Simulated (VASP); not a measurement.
**La: single point with PBE**

La:

```
La
1.0
    -2.13627    2.13627    2.13627
     2.13627   -2.13627    2.13627
     2.13627    2.13627   -2.13627
La
1
Direct
  0.00000 0.00000 0.00000
```

This isn't the form of La at room conditions, which is double hcp.

- Program: VASP 6.6.1
- Task: single point
- Functional: PBE
- Potentials or basis: VASP PAW PBE potentials, release 64 (La)
- Cutoff: 500 eV
- k mesh: 6 × 6 × 6
- Occupations: gaussian, width 0.05 eV
- Spin: no spin polarisation

| Item | Value |
| --- | --- |
| Pressure | -0.1 GPa |
| Band gap on the k mesh | zero (an odd number of electrons rules out a gap without spin polarisation) |

Levels at points of the mesh, in eV from the Fermi level:
| k point | band 3 | band 4 | band 5 | band 6 | band 7 | band 8 |
| --- | --- | --- | --- | --- | --- | --- |
| (0.00, 0.00, 0.00) | -16.03 | -16.03 | -3.19 | 1.44 | 1.44 | 1.44 |
| (0.50, 0.00, 0.00) | -16.40 | -16.04 | -1.72 | -0.13 | 1.44 | 1.49 |
| (0.50, 0.50, 0.50) | -16.84 | -16.84 | -1.73 | -1.73 | 1.56 | 1.70 |

It took 11 s on 1 thread of Intel(R) Xeon(R) 6975P-C (Granite Rapids), with other jobs on the host, peak memory 0.15 GiB.

Caveat: spin-orbit coupling is left out, which moves the levels of the heavy elements.
